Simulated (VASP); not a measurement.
Here is a VASP 6.6.1 calculation.

File INCAR:

```
SYSTEM = LiNbO3
ALGO = Normal ; EDIFF = 1E-6
ENCUT = 520 ; GGA = PE
ISIF = 2 ; ISMEAR = 0
LASPH = .TRUE. ; LCHARG = .FALSE.
LREAL = .FALSE. ; LWAVE = .FALSE.
NBANDS = 45 ; NELM = 80
PREC = Accurate ; SIGMA = 0.02
```

The input KPOINTS:

```
k-points
0
G
  6 6 6
  0 0 0
```

The input POSCAR:

```
LiNbO3
1.0
    2.7061212647      1.5623798406      4.7088731890
   -2.7061212647      1.5623798406      4.7088731890
    0.0000000000     -3.1247596813      4.7088731890
Li Nb O
2 2 6
Direct
    0.2500000000      0.2500000000      0.2500000000
    0.7500000000      0.7500000000      0.7500000000
    0.0000000000      0.0000000000      0.0000000000
    0.5000000000      0.5000000000      0.5000000000
    0.1507917386      0.3492082614      0.7500000000
    0.7500000000      0.1507917386      0.3492082614
    0.3492082614      0.7500000000      0.1507917386
    0.2500000000      0.8492082614      0.6507917386
    0.8492082614      0.6507917386      0.2500000000
    0.6507917386      0.2500000000      0.8492082614
```

Potentials or basis: VASP PAW PBE potentials, release 64 (Li_sv, Nb_sv, O).

The run is started by

```bash
$ cat potpaw_PBE.64/Li_sv/POTCAR potpaw_PBE.64/Nb_sv/POTCAR potpaw_PBE.64/O/POTCAR > POTCAR
$ mpirun -np 1 vasp_std > vasp.out
```

**Question.** Predict the band gap on the k mesh.

**Answer.** 2.18 eV, indirect (least direct gap 2.28 eV).

**Question.** Predict the largest force.

**Answer.** 0.008 eV/Å.

Forces on the atoms (eV/Å):
```
Li   0.000  0.000  0.000
Li   0.000  0.000  0.000
Nb   0.000  0.000  0.000
Nb   0.000  0.000  0.000
O    0.008  0.000  0.000
O   -0.004  0.007  0.000
O   -0.004 -0.007  0.000
O    0.004 -0.007  0.000
O   -0.008  0.000  0.000
O    0.004  0.007  0.000
```

 A k mesh can miss the band edges.
